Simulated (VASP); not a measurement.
# Cr (P6_3/mmc) in VASP: relaxation of cell and atoms with BLYP

Aim: the relaxation of cell and atoms of Cr with BLYP.

All numbers are computed with VASP 6.6.1; they aren't measurements. Logs are shortened: lines on timing, memory, paths and dates and some standing lists are left out, and cuts for length are marked.

**1. The cell of the first run**

Symmetry: P6_3/mmc, No. 194, hexagonal system. Conventional cell: a = 2.569 Å, b = 2.569 Å, c = 4.196 Å, α = 90.00°, β = 90.00°, γ = 120.00°. Within 3.4 Å of Cr (site symmetry -6m2) lie 12 Cr at 2.57 Å.

This isn't the form of Cr at room conditions, which is bcc.

**2. Relaxation of cell and atoms, BLYP, collinear spin, antiferromagnetic start**

INCAR reads:

```
PREC = Accurate ; ENCUT = 600
EDIFF = 1E-6 ; ISMEAR = -1
SIGMA = 0.05 ; LREAL = False
LASPH = True ; NELM = 150
ALGO = Normal ; ISIF = 3
LWAVE = False ; LCHARG = False
ISPIN = 2 ; MAGMOM = 1.5 -1.5
LORBIT = 11 ; LMAXMIX = 4
GGA = B5 ; ALDAX = 1.0
AGGAX = 1.0 ; AGGAC = 1.0
ALDAC = 0.0 ; IBRION = 2
NSW = 80 ; EDIFFG = -0.01
```

KPOINTS reads:

```
regular mesh
0
Gamma
  14 14 8
```

POSCAR reads:

```
Cr
1.0
    2.5692592270      0.0000000000      0.0000000000
   -1.2846296135      2.2250437595      0.0000000000
    0.0000000000      0.0000000000      4.1956003177
Cr
2
Direct
    0.3333333333      0.6666666667      0.2500000000
    0.6666666667      0.3333333333      0.7500000000
```

Potentials or basis: VASP PAW PBE potentials, release 64 (Cr_pv).

On the command line:

```sh
$ cat potpaw_PBE.64/Cr_pv/POTCAR > POTCAR
$ mpirun -np 1 vasp_std > vasp.out
```

OUTCAR:

```text
PREC = Accurate
   ENCUT = 600
   EDIFF = 1E-6
   ISMEAR = -1
   LREAL = False
   LASPH = True
   NELM = 150
   ISIF = 3
   ISPIN = 2
   LORBIT = 11
   GGA = B5
   IBRION = 2
   NSW = 80
   EDIFFG = -0.01

 ion  position               nearest neighbor table
   1  0.333  0.667  0.250-   2 2.57   2 2.57   2 2.57   2 2.57   2 2.57   2 2.57
   2  0.667  0.333  0.750-   1 2.57   1 2.57   1 2.57   1 2.57   1 2.57   1 2.57

  LATTYP: Found a hexagonal cell.
 ALAT       =     2.5692592270
 C/A-ratio  =     1.6330000000

  Lattice vectors:

 A1 = (   2.5692592270,   0.0000000000,   0.0000000000)
 A2 = (  -1.2846296135,   2.2250437595,   0.0000000000)
 A3 = (   0.0000000000,   0.0000000000,   4.1956003177)

Analysis of symmetry for initial positions (statically):
=====================================================================
 Subroutine PRICEL returns:
 Original cell was already a primitive cell.

 Routine SETGRP: Setting up the symmetry group for a
 hexagonal supercell.

 Subroutine GETGRP returns: Found 24 space group operations
 (whereof 12 operations were pure point group operations)
 out of a pool of 24 trial point group operations.

The static configuration has the point symmetry D_3d.
 The point group associated with its full space group is D_6h.

Analysis of symmetry for dynamics (positions and initial velocities):
=====================================================================
 Subroutine PRICEL returns:
 Original cell was already a primitive cell.

 Routine SETGRP: Setting up the symmetry group for a
 hexagonal supercell.

 Subroutine GETGRP returns: Found 24 space group operations
 (whereof 12 operations were pure point group operations)
 out of a pool of 24 trial point group operations.

The dynamic configuration has the point symmetry D_3d.
 The point group associated with its full space group is D_6h.

Analysis of structural, dynamic, and magnetic symmetry:
=====================================================================
 Subroutine PRICEL returns:
 Original cell was already a primitive cell.

 Routine SETGRP: Setting up the symmetry group for a
 hexagonal supercell.

 Subroutine GETGRP returns: Found 24 space group operations
 (whereof 12 operations were pure point group operations)
 out of a pool of 24 trial point group operations.

The overall configuration has the point symmetry D_3d.
 The point group associated with its full space group is D_6h.

 Subroutine INISYM returns: Found 24 space group operations
 (whereof 12 operations are pure point group operations),
 and found     1 'primitive' translations

----------------------------------------------------------------------------------------

                                     Primitive cell

  volume of cell :      23.9850

  direct lattice vectors                    reciprocal lattice vectors
     2.569259227  0.000000000  0.000000000     0.389217246  0.224714682  0.000000000
    -1.284629613  2.225043760  0.000000000     0.000000000  0.449429363  0.000000000
     0.000000000  0.000000000  4.195600318     0.000000000  0.000000000  0.238344915

  length of vectors
     2.569259227  2.569259227  4.195600318     0.449429363  0.449429363  0.238344915

  position of ions in fractional coordinates (direct lattice)
     0.333333333  0.666666667  0.250000000
     0.666666667  0.333333333  0.750000000

  ion indices of the primitive-cell ions
   primitive index   ion index
                 1           1
                 2           2

----------------------------------------------------------------------------------------

 KPOINTS: regular mesh

Automatic generation of k-mesh.
 Grid dimensions read from file:
 generate k-points for:   14   14    8

 Generating k-lattice:

  Cartesian coordinates                     Fractional coordinates (reciprocal lattice)
     0.027801232  0.016051049  0.000000000     0.071428571  0.000000000  0.000000000
     0.000000000  0.032102097  0.000000000     0.000000000  0.071428571  0.000000000
     0.000000000  0.000000000  0.029793114     0.000000000  0.000000000  0.125000000

  Length of vectors
     0.032102097  0.032102097  0.029793114

  Shift w.r.t. Gamma in fractional coordinates (k-lattice)
     0.000000000  0.000000000  0.000000000

 Subroutine IBZKPT returns following result:
 ===========================================

 Found    120 irreducible k-points:

 Following reciprocal coordinates:
            Coordinates               Weight
  0.000000  0.000000  0.000000      1.000000
  0.071429  0.000000  0.000000      6.000000
  0.142857  0.000000  0.000000      6.000000
  0.214286  0.000000  0.000000      6.000000
  0.285714  0.000000  0.000000      6.000000
  0.357143  0.000000  0.000000      6.000000
[... 16 lines left out ...]
  0.285714  0.285714  0.000000      6.000000
  0.357143  0.285714  0.000000      6.000000
 [... further k-points ...]
   k-points           NKPTS =    120   k-points in BZ     NKDIM =    120   number of bands    NBANDS=     16
   number of dos      NEDOS =    301   number of ions     NIONS =      2
   total plane-waves  NPLWV =  20736
   dimension x,y,z NGX =    24 NGY =   24 NGZ =   36
   dimension x,y,z NGXF=    48 NGYF=   48 NGZF=   72
   ions per type =               2
   NGX,Y,Z   is equivalent  to a cutoff of  15.53, 15.53, 14.26 a.u.
   NGXF,Y,Z  is equivalent  to a cutoff of  31.06, 31.06, 28.53 a.u.
 SYSTEM =  unknown system
   PREC   = accura    normal or accurate (medium, high low for compatibility)
   ISTART =      0    job   : 0-new  1-cont  2-samecut
   ICHARG =      2    charge: 1-file 2-atom 10-const
   ISPIN  =      2    spin polarized calculation?
   LNONCOLLINEAR =      F non collinear calculations
   LSORBIT =      F    spin-orbit coupling
   LASPH  =      T    aspherical Exc in radial PAW
   ENCUT  =  600.0 eV  44.10 Ry    6.64 a.u.   5.13  5.13  8.38*2*pi/ulx,y,z
   NELM   =    150;   NELMIN=  2; NELMDL= -5     # of ELM steps
   EDIFF  = 0.1E-05   stopping-criterion for ELM
   LREAL  =      F    real-space projection
   EDIFFG = -.1E-01   stopping-criterion for IOM
   NSW    =     80    number of steps for IOM
   IBRION =      2    ionic relax: 0-MD 1-quasi-New 2-CG
   NFREE  =      1    steps in history (QN), initial steepest desc. (CG)
   ISIF   =      3    stress and relaxation
   ISYM   =      2    0-nonsym 1-usesym 2-fastsym
   POTIM  = 0.5000    time-step for ionic-motion
   TEBEG  =    0.0;   TEEND  =   0.0 temperature during run
   PSTRESS=    0.0 pullay stress
   NELECT =      24.0000    total number of electrons
   NUPDOWN=      -1.0000    fix difference up-down
   EMIN   =  10.00;   EMAX   =-10.00  energy-range for DOS
   EFERMI =   0.00;   METHOD = LEGACY
   ISMEAR =    -1;   SIGMA  =   0.05  broadening in eV -4-tet -1-fermi 0-gaus
   EFERMI_NEDOS =   21; number of points for ismear=-14 and -15
   IALGO  =     38    algorithm
   IMIX   =      4    mixing-type and parameters
     AMIX     =   0.40;   BMIX     =  1.00
     AMIX_MAG =   1.60;   BMIX_MAG =  1.00
  volume/ion in A,a.u.               =      11.99        80.93
  Fermi-wavevector in a.u.,A,eV,Ry     =   1.637439  3.094310 36.480015  2.681205
  Thomas-Fermi vector in A             =   2.728578
   LORBIT       =     11    0 simple, 1 ext, 2 COOP (PROOUT), +10 PAW based schemes
   GGA     = B5    functional components
   LHFCALC =     F    Hartree Fock is set to
   AEXX    =    0.0000 exact exchange contribution
   IVDW    =     0    specifies the selected vdW correction
   LEPSILON=     F    determine dielectric tensor
   LRPA    =     F    only Hartree local field effects (RPA)
 conjugate gradient relaxation of ions
 spin polarized calculation
  energy-cutoff  :      600.00
  volume of cell :       23.99
 maximum number of plane-waves:       818
 NGX is ok and might be reduce to    24
   NGX = 11   NGY = 11   NGZ = 17

--------------------------------------- Ionic step        1  -------------------------------------------

 number of electron      24.0000000 magnetization      -0.0000000

 number of electron      24.0000000 magnetization       0.0000000

 Free energy of the ion-electron system (eV)
  ---------------------------------------------------
  ext. energy  EPLUGINS =         0.00000000
  ---------------------------------------------------
  free energy    TOTEN  =       -15.80896938 eV

  energy without entropy =      -15.77097153  energy(sigma->0) =      -15.78997046

------------------------ aborting loop because EDIFF is reached ----------------------------------------

  FORCE on cell =-STRESS in cart. coord.  units (eV):
  Direction    XX          YY          ZZ          XY          YZ          ZX
  --------------------------------------------------------------------------------------
  -------------------------------------------------------------------------------------
  Total        0.1800323      0.1800323      1.9016419      0.0000000      0.0000000      0.0000000
  in kB       12.0259816     12.0259816    127.0277868      0.0000000      0.0000000      0.0000000
  external PRESSURE =      50.3599167 kB  Pullay stress =       0.0000000 kB
[... 93 lines left out ...]
  FREE ENERGIE OF THE ION-ELECTRON SYSTEM (eV)
  ---------------------------------------------------
  free  energy   TOTEN  =       -15.8540073371 eV

  energy  without entropy=      -15.8193060289  energy(sigma->0) =      -15.83665668

[... ionic steps 4 to 14 ...]

--------------------------------------- Ionic step       15  -------------------------------------------

 number of electron      24.0000002 magnetization       0.0000000

 number of electron      24.0000002 magnetization      -0.0000000
[... 73 lines left out ...]
 number of electron      24.0000002 magnetization       0.0000000

 number of electron      24.0000002 magnetization      -0.0000000

 Free energy of the ion-electron system (eV)
  ---------------------------------------------------
  ext. energy  EPLUGINS =         0.00000000
  ---------------------------------------------------
  free energy    TOTEN  =       -15.91592474 eV

  energy without entropy =      -15.88830088  energy(sigma->0) =      -15.90211281

 E-fermi :  10.4238     XC(G=0): -12.7107

 val. band max:       10.4232781588   @ k =   0.0714   0.0714   0.1250
 cond. band min:      10.4273111061   @ k =   0.2143   0.2143   0.2500
 fundamental gap:      0.0040329473
 Fermi energy:        10.4238346171

 spin component 1

 k-point     1 :       0.0000    0.0000    0.0000
  band No.  band energies     occupation
      1     -32.6852      1.00000
      2     -32.1051      1.00000
      3     -31.9105      1.00000
      4     -31.9105      1.00000
      5     -31.8568      1.00000
      6     -31.8568      1.00000
[... 435 lines left out ...]
      5     -32.2832      1.00000
      6     -32.2375      1.00000
[... 8 lines left out ...]
     15      11.8873      0.00000
     16      12.1760      0.00000

 [... further k-points ...]

 spin component 2

 k-point     1 :       0.0000    0.0000    0.0000
  band No.  band energies     occupation
      1     -32.6852      1.00000
      2     -32.1051      1.00000
      3     -31.9105      1.00000
      4     -31.9105      1.00000
      5     -31.8568      1.00000
      6     -31.8568      1.00000
[... 476 lines left out ...]
  FREE ENERGIE OF THE ION-ELECTRON SYSTEM (eV)
  ---------------------------------------------------
  free  energy   TOTEN  =       -15.9159247430 eV

  energy  without entropy=      -15.8883008750  energy(sigma->0) =      -15.90211281

 reached required accuracy - stopping structural energy minimisation

 total charge

# of ion       s       p       d       tot
------------------------------------------
    1        0.398   6.343   4.238  10.979
    2        0.398   6.343   4.238  10.979
--------------------------------------------------
tot          0.796  12.685   8.476  21.958

 magnetization (x)

# of ion       s       p       d       tot
------------------------------------------
    1        0.000   0.000   0.000   0.000
    2       -0.000  -0.000  -0.000  -0.000
--------------------------------------------------
tot          0.000   0.000   0.000   0.000
```

It took 29 min on 1 thread of Oxide Virtual Turin-like, shared host; peak memory 0.21 GiB.

Results:

- Free energy: -15.9159 eV
- Relaxed volume: 12.31 Å³/atom
- Relaxed cell: a = 2.504 Å, b = 2.504 Å, c = 4.536 Å, α = 90.00°, β = 90.00°, γ = 120.00°
- Space group after relaxing (to 0.1 Å): P6_3/mmc (No. 194)
- Energy gained by relaxing: 53.5 meV/atom
- Ionic steps: 17
- Pressure after relaxing: 0.0 GPa
- Band gap on the k mesh: zero (filled and empty bands overlap)
- Net moment: 0.00 μB per cell
- Valence electrons inside the program's atomic spheres: Cr 10.98

The path:
```
step  energy change (eV)  largest force (eV/Å)  pressure (GPa)  volume (Å³)
   1              0.0000                0.0000            5.04        23.99
   2             -0.0450                0.0000           -6.22        25.30
   3             -0.0450                0.0000           -6.18        25.30
   4             -0.0764                0.0000           -6.40        25.35
   5             -0.0909                0.0000           -6.28        25.38
   6             -0.0920                0.0000           -6.13        25.39
   7             -0.1064                0.0000           -1.32        24.76
   8             -0.1068                0.0000            0.35        24.58
   9             -0.1069                0.0000            0.02        24.62
  10             -0.1069                0.0000            0.06        24.63
  11             -0.1068                0.0000           -0.63        24.70
  12             -0.1069                0.0000           -0.11        24.65
  13             -0.1069                0.0000           -0.18        24.65
  14             -0.1069                0.0000           -0.18        24.64
  15             -0.1069                0.0000           -0.19        24.64
  16             -0.1070                0.0000            0.15        24.61
  17             -0.1070                0.0000            0.04        24.62
```

Final structure:
```yaml
crystal:
  lattice:
    - [2.50373, 0.00000, 0.00000]
    - [-1.25187, 2.16830, 0.00000]
    - [0.00000, 0.00000, 4.53574]
  atoms:
    - { symbol: Cr, position: [0.33333, 0.66667, 0.25000] }
    - { symbol: Cr, position: [0.66667, 0.33333, 0.75000] }
```

Caveat: the moments typed at the start vanished in this run; the PAW data sets were made with another functional, which shifts forces and pressure a little.
